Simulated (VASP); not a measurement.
A run of VASP 6.6.1 is set up as follows.

Contents of INCAR:

```
SYSTEM = SnO
PREC = Accurate ; ENCUT = 520
EDIFF = 1E-6 ; ISMEAR = 0
SIGMA = 0.15 ; LREAL = .False.
LASPH = .True. ; NELM = 60
ALGO = Normal ; ISIF = 2
LWAVE = .False. ; LCHARG = .True.
GGA = PE ; LELF = .True.
LVHAR = .True. ; NBANDS = 28
```

The input KPOINTS:

```
regular mesh
0
Gamma
  12 12 10
  0 0 0
```

The input POSCAR:

```
SnO
1.0
    3.8020000000      0.0047525000      0.0000000000
    0.0047525000      3.8020000000      0.0000000000
    0.0000000000      0.0000000000      4.8360000000
Sn O
2 2
Direct
    0.0000000000      0.5000000000      0.2385000000
    0.5000000000      0.0000000000      0.7615000000
    0.0000000000      0.0000000000      0.0000000000
    0.5000000000      0.5000000000      0.0000000000
```

Potentials or basis: VASP PAW PBE potentials, release 64 (Sn_d, O).

The run is started by

```sh
$ cat potpaw_PBE.64/Sn_d/POTCAR potpaw_PBE.64/O/POTCAR > POTCAR
$ mpirun -np 1 vasp_std > vasp.out
```

Problem. Predict the largest force.

Solution. 0.438 eV/Å.

Problem. What does it give for the pressure?

Solution. 4.4 GPa.

Forces in eV/Å, atoms in the order of the input:
```
Sn   0.000  0.000  0.438
Sn   0.000  0.000 -0.438
O    0.000  0.000  0.000
O    0.000  0.000  0.000
```

Caveat: the cell differs from its parent crystal (strain +0.0025 x Voigt [0, 0, 0, 0, 0, 1]).
